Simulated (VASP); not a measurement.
# H9C20Cl in VASP: notebook, part 2 of 2

VASP 6.6.1. The steps go on from the part before.

### Step 4. Single point, PBE+D3(BJ)

INCAR reads:

```
PREC = Accurate
ENCUT = 520
EDIFF = 1E-6
ISMEAR = 0
SIGMA = 0.02
LREAL = Auto
LASPH = True
NELM = 60
ALGO = Normal
ISIF = 2
LWAVE = False
LCHARG = True
GGA = PE
IVDW = 12
LELF = True
LVHAR = True
NBANDS = 69
```

KPOINTS reads:

```
regular mesh
0
Gamma
  2 2 1
```

POSCAR reads:

```
H9C20Cl
1.0
    5.0487420000      0.0000000000      0.0000000000
    0.0000000000      5.0487420000      0.0000000000
    0.0000000000      0.0000000000     16.1647000000
H C Cl
9 20 1
Direct
    0.4277868800      0.0000000000      0.0618632000
    0.0722131600      0.0000000000      0.0618632000
    0.9277869200      0.0000000000      0.0618632000
    0.5722132000      0.0000000000      0.0618632000
    0.4277868800      0.5000000400      0.0618632000
    0.0722131600      0.5000000400      0.0618632000
    0.9277869200      0.5000000400      0.0618632000
    0.5722132000      0.5000000400      0.0618632000
    0.2500199433      0.0081049769      0.3813016662
    0.2500000200      0.0000000000      0.1011277700
    0.7500000600      0.0000000000      0.1011277700
    0.2500000200      0.5000000400      0.1011277700
    0.7500000600      0.5000000400      0.1011277700
    0.2500000200      0.2500000200      0.1563406700
    0.7500000600      0.2500000200      0.1563406700
    0.2500000200      0.7500000600      0.1563406700
    0.7500000600      0.7500000600      0.1563406700
    0.0043625233      0.2497537650      0.2066519532
    0.4956111790      0.2497543864      0.2066518221
   -0.0000498229      0.7500106746      0.2166893595
    0.5000151503      0.7500204336      0.2166898151
    0.0023486979      0.0160168888      0.2683923087
    0.4976027875      0.0160323508      0.2683982210
    0.0017014765      0.4835598641      0.2686730495
    0.4982635427      0.4835575402      0.2686680106
    0.2499577408      0.0876080761      0.3186712660
    0.7499813260      0.1115642461      0.3098757234
    0.2499872851      0.4078984648      0.3187160356
    0.7499780693      0.3865181638      0.3103600343
    0.2499559166      0.5300338873      0.4233286695
```

Potentials or basis: VASP PAW PBE potentials, release 64 (H, C, Cl).

Launch:

```bash
$ cat potpaw_PBE.64/H/POTCAR potpaw_PBE.64/C/POTCAR potpaw_PBE.64/Cl/POTCAR > POTCAR
$ mpirun -np 1 vasp_std > vasp.out
```

OUTCAR:

```text
PREC = Accurate
   ENCUT = 520
   EDIFF = 1E-6
   ISMEAR = 0
   LREAL = Auto
   LASPH = True
   NELM = 60
   ISIF = 2
   GGA = PE
   IVDW = 12
 IVDW          = 12

 ion  position               nearest neighbor table
   1  0.428  0.000  0.062-   4 0.73  10 1.10
   2  0.072  0.000  0.062-   3 0.73  10 1.10
   3  0.928  0.000  0.062-   2 0.73  11 1.10
   4  0.572  0.000  0.062-   1 0.73  11 1.10
   5  0.428  0.500  0.062-   8 0.73  12 1.10
   6  0.072  0.500  0.062-   7 0.73  12 1.10
   7  0.928  0.500  0.062-   6 0.73  13 1.10
   8  0.572  0.500  0.062-   5 0.73  13 1.10
   9  0.250  0.008  0.381-  26 1.09
  10  0.250  0.000  0.101-   1 1.10   2 1.10  16 1.55  14 1.55
  11  0.750  0.000  0.101-   4 1.10   3 1.10  17 1.55  15 1.55
  12  0.250  0.500  0.101-   5 1.10   6 1.10  16 1.55  14 1.55
  13  0.750  0.500  0.101-   8 1.10   7 1.10  17 1.55  15 1.55
  14  0.250  0.250  0.156-  19 1.48  18 1.48  10 1.55  12 1.55
  15  0.750  0.250  0.156-  18 1.52  19 1.52  11 1.55  13 1.55
[... 9 lines left out ...]
  25  0.498  0.484  0.269-  29 1.52  28 1.54  19 1.55  21 1.59
  26  0.250  0.088  0.319-   9 1.09  22 1.53  23 1.53  28 1.62
[... 231 lines left out ...]

 k-point     1 :       0.0000    0.0000    0.0000
  band No.  band energies     occupation
      1     -20.5164      2.00000
      2     -18.3237      2.00000
      3     -16.4198      2.00000
      4     -16.2680      2.00000
      5     -15.8246      2.00000
      6     -15.7486      2.00000
[... 241 lines left out ...]
     59       6.8551      0.00000
     60       7.1421      0.00000
 [bands above 60 left out]

------------------------ aborting loop because EDIFF is reached ----------------------------------------

 Edisp (eV)   -3.38785

 E8    (eV) :    -0.9804

  FORCE on cell =-STRESS in cart. coord.  units (eV):
  Direction    XX          YY          ZZ          XY          YZ          ZX
  --------------------------------------------------------------------------------------
  -------------------------------------------------------------------------------------
  Total      73.97048    -7.81233    -5.06753    -0.00027    -0.04194     0.00861
  in kB     287.63057   -30.37784   -19.70482    -0.00105    -0.16307     0.03347
  external pressure =       79.18 kB  Pullay stress =        0.00 kB

 VOLUME and BASIS-vectors are now :
 -----------------------------------------------------------------------------
  energy-cutoff  :      520.00
  volume of cell :      412.03
      direct lattice vectors                 reciprocal lattice vectors
     5.048742000  0.000000000  0.000000000     0.198069143  0.000000000  0.000000000
     0.000000000  5.048742000  0.000000000     0.000000000  0.198069143  0.000000000
     0.000000000  0.000000000 16.164700000     0.000000000  0.000000000  0.061863196

 POSITION                                       TOTAL-FORCE (eV/Angst)
 -----------------------------------------------------------------------------------
      2.15979      0.00000      1.00000        -8.960274     -0.061295      0.088605
      0.36459      0.00000      1.00000         8.960337     -0.061258      0.088556
      4.68416      0.00000      1.00000        -8.942487     -0.044009      0.098098
      2.88896      0.00000      1.00000         8.942528     -0.044040      0.098113
      2.15979      2.52437      1.00000        -8.960680      0.058335      0.089649
      0.36459      2.52437      1.00000         8.960738      0.058353      0.089640
[... 22 lines left out ...]
      3.78645      1.95143      5.01688         0.000912      0.058040      0.038505
      1.26196      2.67600      6.84298         0.000721     -0.039722     -0.107825
 -----------------------------------------------------------------------------------
    total drift:                                0.000188      0.014475      0.034403

  FREE ENERGIE OF THE ION-ELECTRON SYSTEM (eV)
  ---------------------------------------------------
  free  energy   TOTEN  =      -201.6147923568 eV

  energy  without entropy=     -201.6147923568  energy(sigma->0) =     -201.61479236
```

stdout:

```text
POSCAR found type information on POSCAR H C Cl
 POSCAR found :  3 types and      30 ions
 scaLAPACK will be used
 LDA part: xc-table for (Slater+PW92), standard interpolation
 POSCAR, INCAR and KPOINTS ok, starting setup
 FFT: planning ... GRIDC
 FFT: planning ... GRID_SOFT
 FFT: planning ... GRID
 WAVECAR not read
 entering main loop
```

Wall time 4.8 min (1 thread of Intel Xeon 6975P-C (Granite Rapids), shared host); peak memory 0.44 GiB.

Results:

- Free energy: -201.6148 eV
- Largest force: 8.961 eV/Å
- Band gap on the k mesh: 1.13 eV, direct
- Dispersion energy per atom: -0.113 eV

Forces on the atoms (eV/Å):
```
H   -8.960 -0.061  0.089
H    8.960 -0.061  0.089
H   -8.942 -0.044  0.098
H    8.943 -0.044  0.098
H   -8.961  0.058  0.090
H    8.961  0.058  0.090
H   -8.947  0.043  0.098
H    8.947  0.043  0.098
H   -0.002 -0.006  0.009
C    0.000 -0.184  0.953
C    0.000 -0.120  1.086
C    0.000  0.189  0.949
C    0.000  0.128  1.052
C   -0.002  0.001 -3.822
C   -0.002  0.081 -2.816
C   -0.001 -0.035  0.856
C   -0.002 -0.067  0.853
C   -0.014 -0.003 -0.005
C    0.018 -0.004 -0.004
C   -0.001 -0.007  0.007
C    0.003 -0.008  0.007
C    0.004 -0.029  0.005
C   -0.004 -0.030  0.002
C    0.010  0.043 -0.004
C   -0.010  0.044 -0.001
C    0.004 -0.007  0.029
C    0.000 -0.054  0.031
C   -0.002  0.056  0.135
C    0.001  0.058  0.039
Cl   0.001 -0.040 -0.108
```

Levels at points of the mesh, in eV from the valence-band top:
```csv
k point,band 45,band 46,band 47,band 48,band 49,band 50,band 51,band 52
"(0.00, 0.00, 0.00)",-2.43,-1.29,-0.56,-0.09,1.35,2.26,3.35,3.91
"(0.50, 0.00, 0.00)",-2.35,-2.22,-2.16,-1.12,1.67,3.41,3.50,3.65
"(0.00, 0.50, 0.00)",-2.31,-1.09,-0.30,0.00,1.13,3.17,3.20,3.53
"(0.50, 0.50, 0.00)",-2.82,-2.76,-2.45,-0.86,1.57,3.60,4.20,4.22
```

Caveat: the k points lie up to 0.62 Å⁻¹ apart.

### Step 5. Single point, PBE+D3(BJ)

INCAR reads:

```
SYSTEM = H9C20Cl
ALGO = Normal ; EDIFF = 1E-6
ENCUT = 520 ; GGA = PE
ISIF = 2 ; ISMEAR = 0
IVDW = 12 ; LASPH = .True.
LCHARG = .False. ; LREAL = Auto
LWAVE = .False. ; NBANDS = 69
NELM = 100 ; PREC = Accurate
SIGMA = 0.02
```

KPOINTS reads:

```
k-points
0
Gamma
  2 2 1
  0 0 0
```

POSCAR reads:

```
H9C20Cl
1.0
    5.0487420000      0.0000000000      0.0000000000
    0.0000000000      5.0487420000      0.0000000000
    0.0000000000      0.0000000000     16.1647000000
H C Cl
9 20 1
Direct
    0.4277867635      0.0000000000      0.0618631957
    0.0722132365      0.0000000000      0.0618631957
    0.9277867635      0.0000000000      0.0618631957
    0.5722132365      0.0000000000      0.0618631957
    0.4277867635      0.5000000000      0.0618631957
    0.0722132365      0.5000000000      0.0618631957
    0.9277867635      0.5000000000      0.0618631957
    0.5722132365      0.5000000000      0.0618631957
    0.2500383264      0.4917242751      0.3813113760
    0.2499999010      0.0000000000      0.1011278279
    0.7499999010      0.0000000000      0.1011278279
    0.2499999010      0.5000000000      0.1011278279
    0.7499999010      0.5000000000      0.1011278279
    0.2499999010      0.2499999010      0.1563407301
    0.7499999010      0.2499999010      0.1563407301
    0.2499999010      0.7499999010      0.1563407301
    0.7499999010      0.7499999010      0.1563407301
    0.0043694053      0.2501912358      0.2066562324
    0.4956296044      0.2501918300      0.2066551807
   -0.0000332756      0.7499388957      0.2166960723
    0.5000348602      0.7499371130      0.2166954537
    0.0017253803      0.0163458541      0.2686673430
    0.4982698660      0.0163448637      0.2686675905
    0.0023728683      0.4838676645      0.2684172920
    0.4976219819      0.4838646934      0.2684147556
    0.2499949492      0.0919391405      0.3187468372
    0.7499963357      0.1133385307      0.3103758189
    0.2499941570      0.4122694327      0.3186934493
    0.7499961377      0.3883034625      0.3098898216
    0.2500107948      0.9698829926      0.4232469517
```

Potentials or basis: VASP PAW PBE potentials, release 64 (H, C, Cl).

Launch:

```bash
$ cat potpaw_PBE.64/H/POTCAR potpaw_PBE.64/C/POTCAR potpaw_PBE.64/Cl/POTCAR > POTCAR
$ mpirun -np 1 vasp_std > vasp.out
```

OUTCAR:

```text
SYSTEM = H9C20Cl
   EDIFF = 1E-6
   ENCUT = 520
   GGA = PE
   ISIF = 2
   ISMEAR = 0
   IVDW = 12
   LASPH = .True.
   LREAL = Auto
   NELM = 100
   PREC = Accurate
 IVDW          = 12

 ion  position               nearest neighbor table
   1  0.428  0.000  0.062-   4 0.73  10 1.10
   2  0.072  0.000  0.062-   3 0.73  10 1.10
   3  0.928  0.000  0.062-   2 0.73  11 1.10
   4  0.572  0.000  0.062-   1 0.73  11 1.10
   5  0.428  0.500  0.062-   8 0.73  12 1.10
   6  0.072  0.500  0.062-   7 0.73  12 1.10
[... 515 lines left out ...]
  Total      73.96669    -7.81077    -5.05490    -0.00036     0.07395     0.00007
  in kB     287.61583   -30.37179   -19.65573    -0.00138     0.28755     0.00027
  external pressure =       79.20 kB  Pullay stress =        0.00 kB

 VOLUME and BASIS-vectors are now :
 -----------------------------------------------------------------------------
  energy-cutoff  :      520.00
  volume of cell :      412.03
      direct lattice vectors                 reciprocal lattice vectors
     5.048742000  0.000000000  0.000000000     0.198069143  0.000000000  0.000000000
     0.000000000  5.048742000  0.000000000     0.000000000  0.198069143  0.000000000
     0.000000000  0.000000000 16.164700000     0.000000000  0.000000000  0.061863196

 POSITION                                       TOTAL-FORCE (eV/Angst)
 -----------------------------------------------------------------------------------
      2.15978      0.00000      1.00000        -8.960600     -0.058298      0.089633
      0.36459      0.00000      1.00000         8.960599     -0.058303      0.089608
      4.68416      0.00000      1.00000        -8.946772     -0.043443      0.097637
      2.88896      0.00000      1.00000         8.946767     -0.043428      0.097634
      2.15978      2.52437      1.00000        -8.960275      0.061336      0.088547
      0.36459      2.52437      1.00000         8.960275      0.061338      0.088517
[... 22 lines left out ...]
      3.78654      1.96044      5.00928        -0.000130      0.053448      0.030474
      1.26224      4.89669      6.84166        -0.000161      0.029840     -0.082588
 -----------------------------------------------------------------------------------
    total drift:                               -0.000245     -0.021346      0.035322

  FREE ENERGIE OF THE ION-ELECTRON SYSTEM (eV)
  ---------------------------------------------------
  free  energy   TOTEN  =      -201.6150708458 eV

  energy  without entropy=     -201.6150708458  energy(sigma->0) =     -201.61507085
```

stdout:

```text
POSCAR found type information on POSCAR H C Cl
 POSCAR found :  3 types and      30 ions
 scaLAPACK will be used
 LDA part: xc-table for (Slater+PW92), standard interpolation
 POSCAR, INCAR and KPOINTS ok, starting setup
 FFT: planning ... GRIDC
 FFT: planning ... GRID_SOFT
 FFT: planning ... GRID
 WAVECAR not read
 entering main loop
```

Wall time 3.5 min (1 thread of Intel Xeon 6975P-C (Granite Rapids), shared host); peak memory 0.45 GiB.

Results:

- Free energy: -201.6151 eV
- Largest force: 8.961 eV/Å
- Band gap on the k mesh: 1.13 eV, direct
- Dispersion energy per atom: -0.113 eV

Forces in eV/Å, atoms in the order of the input:
```
H   -8.961 -0.058  0.090
H    8.961 -0.058  0.090
H   -8.947 -0.043  0.098
H    8.947 -0.043  0.098
H   -8.960  0.061  0.089
H    8.960  0.061  0.089
H   -8.942  0.044  0.098
H    8.942  0.044  0.098
H   -0.001  0.010  0.017
C    0.000 -0.189  0.949
C    0.000 -0.128  1.053
C    0.000  0.184  0.953
C    0.000  0.120  1.087
C    0.000 -0.003 -3.819
C    0.000 -0.083 -2.813
C    0.000  0.030  0.858
C    0.000  0.062  0.855
C   -0.014  0.003 -0.002
C    0.014  0.002 -0.002
C   -0.002  0.004  0.007
C    0.001  0.004  0.007
C    0.007 -0.040  0.000
C   -0.007 -0.040 -0.001
C    0.003  0.035 -0.001
C   -0.003  0.035 -0.001
C    0.001 -0.045  0.106
C    0.000 -0.056  0.034
C    0.001  0.004  0.018
C    0.000  0.053  0.030
Cl   0.000  0.030 -0.083
```

Caveat: the k points lie up to 0.62 Å⁻¹ apart.
